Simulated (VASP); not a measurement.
Here is a VASP 6.6.1 calculation.

The input INCAR:

```
SYSTEM = PtSe2
PREC = Accurate
ENCUT = 600
EDIFF = 1E-7
ISMEAR = -1
SIGMA = 0.15
LREAL = .FALSE.
LASPH = .TRUE.
NELM = 80
ALGO = Normal
ISIF = 3
LWAVE = .FALSE.
LCHARG = .FALSE.
GGA = PS
IBRION = 2
NSW = 80
EDIFFG = -0.001
PSTRESS = 40.0
```

Contents of KPOINTS:

```
Automatic mesh
0
G
  12 12 8
  0 0 0
```

Contents of POSCAR:

```
PtSe2
1.0
    3.7607971118      0.0000000000      0.0000000000
   -1.8803985559      3.2569458373      0.0000000000
    0.0000000000      0.0000000000      4.8587327380
Pt Se
1 2
Direct
    0.0000000000      0.0000000000      0.0000000000
    0.3333333333      0.6666666667      0.2611754914
    0.6666666667      0.3333333333      0.7388245086
```

Potentials or basis: VASP PAW PBE potentials, release 64 (Pt, Se).

Command:

```console
$ cat potpaw_PBE.64/Pt/POTCAR potpaw_PBE.64/Se/POTCAR > POTCAR
$ mpirun -np 1 vasp_std > vasp.out
```

What does it give for the band gap on the k mesh?

Zero (band 11 reaches 8.21 eV, above the bottom of band 12 at 7.23 eV).

Estimate the relaxed volume.

18.74 Å³/atom.

The path:
```
step  energy change (eV)  largest force (eV/Å)  pressure (GPa)  volume (Å³)
   1              0.0000                0.0141            0.10        59.51
   2              0.1331                0.8770           11.20        55.45
   3              0.0199                0.3250            3.98        57.90
   4              0.0205                0.2411            3.98        57.47
   5              0.0390                0.0338            4.25        56.18
   6              0.0314                0.0770            3.28        56.46
   7              0.0338                0.0614            3.64        56.36
   8              0.0366                0.0017            4.00        56.22
   9              0.0367                0.0004            4.01        56.22
  10              0.0366                0.0007            4.00        56.23
```

Caveat: the cell is relaxed towards a set pressure, so the enthalpy falls and the energy may rise; the PAW data sets were made with another functional, which shifts forces and pressure a little; spin-orbit coupling is left out, which moves the levels of the heavy elements.
